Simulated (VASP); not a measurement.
Write the native input for VASP 6.6.1 that does the following.

| Item | Value |
| --- | --- |
| Task | single point |
| Functional | PBEsol |
| Potentials or basis | VASP PAW PBE potentials, release 64 (Ti_sv, V_sv, Hf_pv) |
| Cutoff | 520 eV |
| k mesh | 3 × 3 × 3 |
| Occupations | gaussian, width 0.1 eV |
| Spin | no spin polarisation |
| Dipole correction | no |
| Further INCAR settings | LREAL = Auto; ALGO = Fast; EDIFF = 1e-07; NBANDS = 116; ISYM = 0 |

The structure of HfTi2V13 lies in POSCAR:

```
HfTi2V13
1.0
   -4.1923765907      3.0257537558     -4.2253412044
    4.3087256111      3.1407973972      4.2240358254
    4.1920860743     -3.0244483769     -4.2237453090
Ti V Hf
2 13 1
Direct
    0.2382768617      0.2317406675      0.4941718844
    0.7620593979      0.2682948054      1.0071573332
    0.2348774243     -0.0159265100      0.7520278869
    1.0000026182      0.2499027245      0.7505666294
    0.5077989203      1.0180782926      0.4966629310
    0.7653789229      0.5159074959      0.7492136975
    0.9780999465      0.4819623365      0.4902872607
    0.7328005151     -0.0159142572      0.2501783834
    0.5000550000      0.2499952984      0.2505721765
    0.7690582078      0.7621981867      0.4938423131
    0.0222179046      1.0180928492      1.0110191946
    0.2674722337      0.5159607741      0.2511368480
    0.0001805904      0.7500398427      0.2506289324
    0.4923965358      0.4818640472      1.0046149628
    0.2310635982      0.7377653820      1.0072601811
    0.5002046824      0.7500254342      0.7506891090
```

One way to write it, as run:

INCAR

```
ALGO = Fast ; EDIFF = 1E-7
ENCUT = 520 ; GGA = PS
ISIF = 2 ; ISMEAR = 0
ISYM = 0 ; LASPH = True
LCHARG = False ; LREAL = Auto
LWAVE = False ; NBANDS = 116
NELM = 60 ; PREC = Accurate
SIGMA = 0.1
```

KPOINTS

```
k-points
0
Gamma
  3 3 3
```

Potentials or basis: VASP PAW PBE potentials, release 64 (Ti_sv, V_sv, Hf_pv).

Command:

```console
$ cat potpaw_PBE.64/Ti_sv/POTCAR potpaw_PBE.64/V_sv/POTCAR potpaw_PBE.64/Hf_pv/POTCAR > POTCAR
$ mpirun -np 1 vasp_std > vasp.out
```

It gave:

```yaml
Pressure: 0.1 GPa
Largest_force: 0.029 eV/Å
Band_gap_on_the_k_mesh: zero (an odd number of electrons rules out a gap without spin polarisation)
```

Caveat: the k points lie up to 0.41 Å⁻¹ apart, too coarse for converged energies and pressures of a metal; the PAW data sets were made with another functional, which shifts forces and pressure a little; spin-orbit coupling is left out, which moves the levels of the heavy elements.

Run time: 34 min on 1 thread of Intel(R) Xeon(R) Platinum 8259CL CPU @ 2.50GHz (Skylake/Cascade Lake) (shared host), peak memory 0.5 GiB.
